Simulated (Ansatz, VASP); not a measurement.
**HfPb3 in VASP and in Ansatz**

```
Hf Pb
1.0
     4.79613    0.00000    0.00000
     0.00000    4.79613    0.00000
     0.00000    0.00000    4.79613
Hf Pb
1 3
Direct
  0.00000 0.00000 0.00000
  0.00000 0.50000 0.50000
  0.50000 0.00000 0.50000
  0.50000 0.50000 0.00000
```

Alike in both runs: functional PBE; k mesh 10 × 10 × 10; occupations gaussian, width 0.1 eV; no spin polarisation.

Ansatz relaxed the structure, and its values are those at the end. VASP's run is a single point on that final structure, the one shown.

|  | VASP | Ansatz |
| --- | --- | --- |
| version | VASP 6.6.1 | Ansatz 0.2.0 |
| potentials or method | VASP PAW PBE potentials, release 64 (Hf_pv, Pb_d), cutoff 520 eV | scalar-relativistic, plane waves, PAW |
| valence electrons in the cell | 52 | 68 |

Ansatz gave:

| Item | Value |
| --- | --- |
| gap on the k mesh at the Fermi level (eV) | none |
| pressure (GPa) | 0.0 |

Question: Estimate VASP's values.

Answer: gap on the k mesh at the Fermi level (eV): none; pressure (GPa): -0.2.

A gap of «none» marks a metal or a gap that the smearing closes. With one functional, cell and mesh, what is left measures potentials, basis and numerics. VASP's potentials hold 52 valence electrons a cell and Ansatz's 68, so a difference there can come from the potentials and not from the codes.

Spin-orbit coupling is off throughout.
